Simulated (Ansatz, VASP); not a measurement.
## TaN in VASP and in Ansatz

INCAR

```
PREC     = Accurate       # precision mode
ENCUT    = 520            # plane-wave cutoff, eV
EDIFF    = 1E-6           # SCF threshold, eV
ISMEAR   = 0              # smearing method
SIGMA    = 0.15           # smearing width, eV
LREAL    = False          # projectors in reciprocal space
LASPH    = True           # aspherical terms in the spheres
NELM     = 60             # most SCF steps
ALGO     = Normal         # electronic algorithm
ISIF     = 2              # what is computed and relaxed
LWAVE    = False          # write WAVECAR
LCHARG   = False          # write CHGCAR
GGA      = PE             # functional
NBANDS   = 15             # bands
```

KPOINTS

```
regular mesh
0
Gamma
  24 24 22
```

Contents of POSCAR:

```
TaN
1.0
    2.7762300755      0.0000000000      0.0000000000
   -1.3881150378      2.4042857721      0.0000000000
    0.0000000000      0.0000000000      3.2722889767
Ta N
1 1
Direct
    0.3333333333      0.6666666667      0.5000000000
    0.0000000000      0.0000000000      0.0000000000
```

Input for Ansatz:

```yaml
crystal:
  lattice:
    - [2.7762300755, 0.0, 0.0]
    - [-1.3881150378, 2.4042857721, 0.0]
    - [0.0, 0.0, 3.2722889767]
  atoms:
    - { symbol: Ta, position: [0.3333333333, 0.6666666667, 0.5] }
    - { symbol: "N", position: [0.0, 0.0, 0.0] }
basis:
  ecutwfc: 420
kpoints:
  mp_grid: { grid: [24, 24, 22] }
hamiltonian:
  xc: pbe
scf:
  occupations: { method: gaussian, width: 0.15 }
output:
  forces: true
  stress: true
  eigenvalues: true
```

Alike in both runs: task single point; functional PBE; k mesh 24 × 24 × 22; occupations gaussian, width 0.15 eV; no spin polarisation.

|  | VASP | Ansatz |
| --- | --- | --- |
| version | VASP 6.6.1 | Ansatz 0.2.0 |
| potentials or method | VASP PAW PBE potentials, release 64 (Ta_pv, N), cutoff 520 eV | scalar-relativistic, plane waves, PAW |
| valence electrons in the cell | 16 | 18 |

|  | VASP | Ansatz | Ansatz less VASP |
| --- | --- | --- | --- |
| gap on the k mesh at the Fermi level (eV) | none | none | - |
| pressure (GPa) | 2.5 | 1.9 | -0.65 |
| traceless stress, the component that is largest in VASP (GPa) | -74.10 | -74.21 | -0.111 |

A gap of «none» marks a metal or a gap that the smearing closes. VASP's potentials hold 16 valence electrons a cell and Ansatz's 18, so a difference there can come from the potentials and not from the codes.

Neither program's run includes spin-orbit coupling.
